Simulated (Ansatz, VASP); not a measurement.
Two plane-wave programs on PbS

```
CELL_PARAMETERS angstrom
2.05694 -3.56583 0.00000
2.05694 3.56583 0.00000
0.00000 0.00000 7.55994
ATOMIC_POSITIONS crystal
Pb 0.00103 0.99897 0.48673
Pb 0.99897 0.00103 0.98673
S 0.66714 0.33286 0.69247
S 0.33286 0.66714 0.19247
```

Alike in both runs: task single point; functional PBEsol; k mesh 4 × 4 × 2; no spin polarisation.

```csv
,VASP,Ansatz
version,VASP 6.6.1,Ansatz 0.2.0
potentials or method,"VASP PAW PBE potentials, release 64 (Pb_d, S), cutoff 520 eV","plane waves, PAW"
occupations,"gaussian, width 0.01 eV",fixed
valence electrons in the cell,40,40
```

```tsv
	VASP	Ansatz	Ansatz less VASP
gap on the k mesh at the Fermi level (eV)	0.58	0.58	-0.003
```

VASP's potentials were made for PBE, not for PBEsol.

The k mesh is coarse, so the values compare programs but aren't converged. Spin-orbit coupling is off throughout.
